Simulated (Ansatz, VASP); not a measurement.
# One calculation of Sc, two programs

```
CELL_PARAMETERS angstrom
4.94355 0.00000 0.00000
-2.47177 4.28124 0.00000
0.00000 0.00000 3.10431
ATOMIC_POSITIONS crystal
Sc 0.00000 0.00000 0.00000
Sc 0.33333 0.66667 0.50000
Sc 0.66667 0.33333 0.50000
```

Alike in both runs: task single point; functional BLYP; k mesh 8 × 8 × 11; occupations fermi-dirac, width 0.1 eV; no spin polarisation.

|  | VASP | Ansatz |
| --- | --- | --- |
| version | VASP 6.6.1 | Ansatz 0.2.0 |
| potentials or method | VASP PAW PBE potentials, release 64 (Sc_sv), cutoff 520 eV | plane waves (420 eV) with PAW, scalar-relativistic |
| valence electrons in the cell | 33 | 33 |

Ansatz gave:

* pressure (GPa): 8.0
* traceless stress, the component that is largest in VASP (GPa): -0.08

Q: What did VASP give for the same quantities?

A: Pressure (GPa): 8.0; traceless stress, the component that is largest in VASP (GPa): -0.09.

VASP's potentials were made for PBE, not for BLYP.
